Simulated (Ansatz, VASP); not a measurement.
## One calculation of AlN, two programs

INCAR

```
SYSTEM = AlN
PREC = Accurate
ENCUT = 520
EDIFF = 1E-6
ISMEAR = 0
SIGMA = 0.05
LREAL = .FALSE.
LASPH = .TRUE.
NELM = 60
ALGO = Normal
ISIF = 2
LWAVE = .FALSE.
LCHARG = .TRUE.
LELF = .TRUE.
LVHAR = .TRUE.
NBANDS = 16
```

File KPOINTS:

```
regular mesh
0
G
  9 9 6
  0 0 0
```

The input POSCAR:

```
AlN
1.0
    3.1659609617      0.0000000000      0.0000000000
   -1.5829804808      2.7418026202      0.0000000000
    0.0000000000      0.0000000000      5.0673630437
Al N
2 2
Direct
    0.3494085240      0.6988170481      0.0015212672
    0.6505914760      0.3011829519      0.5015212672
    0.3189889223      0.6379778447      0.3834787328
    0.6810110777      0.3620221553      0.8834787328
```

Input for Ansatz:

```yaml
crystal:
  lattice:
    - [3.1659609617, 0.0, 0.0]
    - [-1.5829804808, 2.7418026202, 0.0]
    - [0.0, 0.0, 5.0673630437]
  atoms:
    - { symbol: Al, position: [0.349408524, 0.6988170481, 0.0015212672] }
    - { symbol: Al, position: [0.650591476, 0.3011829519, 0.5015212672] }
    - { symbol: "N", position: [0.3189889223, 0.6379778447, 0.3834787328] }
    - { symbol: "N", position: [0.6810110777, 0.3620221553, 0.8834787328] }
basis:
  ecutwfc: 520.0
kpoints:
  mp_grid: { grid: [9, 9, 6] }
hamiltonian:
  xc: lda
scf:
  occupations: { method: gaussian, width: 0.05 }
output:
  forces: true
  stress: true
  eigenvalues: true
```

Change from the starting cell: mode 5 frozen in at +0.086 Å, equal normal strain along x, y and z +0.0250.

Alike in both runs: task single point; functional LDA; k mesh 9 × 9 × 6; occupations gaussian, width 0.05 eV; no spin polarisation.

|  | VASP | Ansatz |
| --- | --- | --- |
| version | VASP 6.6.1 | Ansatz 0.2.0 |
| potentials or method | VASP PAW LDA potentials, release 64 (Al, N), cutoff 520 eV | scalar-relativistic, plane waves, PAW |
| valence electrons in the cell | 16 | 16 |

VASP gave:

| Quantity | Value |
| --- | --- |
| gap on the k mesh at the Fermi level (eV) | 3.69 |
| least direct gap on the mesh (eV) | 3.69 |
| pressure (GPa) | -13.3 |
| traceless stress, the component that is largest in VASP (GPa) | -1.30 |
| rms of the force components (eV/Å) | 0.235 |

Estimate Ansatz's values.

gap on the k mesh at the Fermi level (eV): 3.68; least direct gap on the mesh (eV): 3.68; pressure (GPa): -13.7; traceless stress, the component that is largest in VASP (GPa): -1.32; rms of the force components (eV/Å): 0.235.

LDA's correlation is that of Perdew and Zunger in VASP and of Perdew and Wang (1992) in Ansatz. Atom by atom the forces differ by 0.002 eV/Å (rms over components).
